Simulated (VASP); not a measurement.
## WSe2: single point with PBEsol+D3(BJ)

WSe2, a slab with vacuum:

```
CELL_PARAMETERS angstrom
3.28549 0.00000 0.00000
-1.64275 2.84532 0.00000
0.00000 0.00000 24.23865
ATOMIC_POSITIONS crystal
Se 0.33333 0.66667 0.18565
Se 0.33333 0.66667 0.32466
Se 0.50000 0.00000 0.47772
Se 0.50000 0.00000 0.61673
W 0.66667 0.33333 0.25516
W 0.83333 0.66667 0.54722
```

```yaml
Program: VASP 6.6.1
Task: single point
Functional: PBEsol
Dispersion: D3(BJ)
Potentials_or_basis: VASP PAW PBE potentials, release 64 (Se, W_sv)
Cutoff: 520 eV
k_mesh: 9 × 9 × 1
Occupations: gaussian, width 0.05 eV
Spin: no spin polarisation
```

* Largest force: 0.327 eV/Å
* Band gap on the k mesh: 1.54 eV (least direct gap 1.64 eV)
* Dispersion energy per atom: -0.340 eV

Forces on the atoms (eV/Å):
```
Se   0.000  0.001  0.327
Se   0.000 -0.021 -0.217
Se   0.000  0.019  0.218
Se   0.000  0.000 -0.326
W    0.000 -0.007  0.050
W    0.000  0.007 -0.052
```

Levels at points of the mesh, in eV from the valence-band top:
| k point | band 23 | band 24 | band 25 | band 26 | band 27 | band 28 | band 29 | band 30 |
| --- | --- | --- | --- | --- | --- | --- | --- | --- |
| (0.00, 0.00, 0.00) | -1.17 | -1.17 | -0.59 | -0.16 | 2.97 | 2.98 | 2.99 | 2.99 |

Run time: 2.2 min on 1 thread of Intel(R) Xeon(R) 6975P-C (Granite Rapids), on a shared host, peak memory 0.41 GiB.

Caveat: the PAW data sets were made with another functional, which shifts forces and pressure a little; spin-orbit coupling is left out, which moves the levels of the heavy elements.
